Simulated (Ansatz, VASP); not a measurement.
## Two plane-wave programs on PbO

Contents of INCAR:

```
ALGO     = Normal         # electronic algorithm
EDIFF    = 1E-6           # SCF threshold, eV
ENCUT    = 520            # plane-wave cutoff, eV
GGA      = PE             # functional
ISIF     = 2              # what is computed and relaxed
ISMEAR   = 0              # smearing method
LASPH    = True           # aspherical terms in the spheres
LCHARG   = True           # write CHGCAR
LELF     = True           # ELF
LREAL    = False          # projectors in reciprocal space
LVHAR    = True         
LWAVE    = False          # write WAVECAR
NBANDS   = 28             # bands
NELM     = 60             # most SCF steps
PREC     = Accurate       # precision mode
SIGMA    = 0.02           # smearing width, eV
```

KPOINTS

```
k-points
0
Gamma
  8 8 6
```

Contents of POSCAR:

```
PbO
1.0
    3.9718563840      0.1195102080      0.0000000000
    0.1195102080      3.6050192640      0.0000000000
    0.0000000000      0.0000000000      4.9957349400
Pb O
2 2
Direct
    0.0000000000      0.5000000000      0.2249883113
    0.5000000000      0.0000000000      0.7672569111
    0.0000000000      0.0000000000      0.0054380857
    0.5000000000      0.5000000000      0.0023166918
```

Input for Ansatz:

```yaml
crystal:
  lattice:
    - [3.971856384, 0.119510208, 0.0]
    - [0.119510208, 3.605019264, 0.0]
    - [0.0, 0.0, 4.99573494]
  atoms:
    - { symbol: Pb, position: [0.0, 0.5, 0.2249883113] }
    - { symbol: Pb, position: [0.5, 0.0, 0.7672569111] }
    - { symbol: O, position: [0.0, 0.0, 0.0054380857] }
    - { symbol: O, position: [0.5, 0.5, 0.0023166918] }
basis:
  ecutwfc: 420
kpoints:
  mp_grid: { grid: [8, 8, 6] }
hamiltonian:
  xc: pbe
scf:
  occupations: { method: gaussian, width: 0.02 }
output:
  forces: true
  stress: true
  eigenvalues: true
```

Alike in both runs: task single point; functional PBE; k mesh 8 × 8 × 6; occupations gaussian, width 0.02 eV; no spin polarisation.

|  | VASP | Ansatz |
| --- | --- | --- |
| version | VASP 6.6.1 | Ansatz 0.2.0 |
| potentials or method | VASP PAW PBE potentials, release 64 (Pb_d, O), cutoff 520 eV | scalar-relativistic, plane waves, PAW |
| valence electrons in the cell | 40 | 40 |

VASP gave:

| Quantity | Value |
| --- | --- |
| gap on the k mesh at the Fermi level (eV) | 0.99 |
| least direct gap on the mesh (eV) | 2.47 |
| pressure (GPa) | 21.9 |
| traceless stress, the component that is largest in VASP (GPa) | 8.97 |
| rms of the force components (eV/Å) | 1.436 |

**Question.** What did Ansatz give for the same quantities?

**Answer.** gap on the k mesh at the Fermi level (eV): 0.98; least direct gap on the mesh (eV): 2.49; pressure (GPa): 21.8; traceless stress, the component that is largest in VASP (GPa): 8.85; rms of the force components (eV/Å): 1.409.

Atom by atom the forces differ by 0.027 eV/Å (rms over components).

Spin-orbit coupling is off throughout.
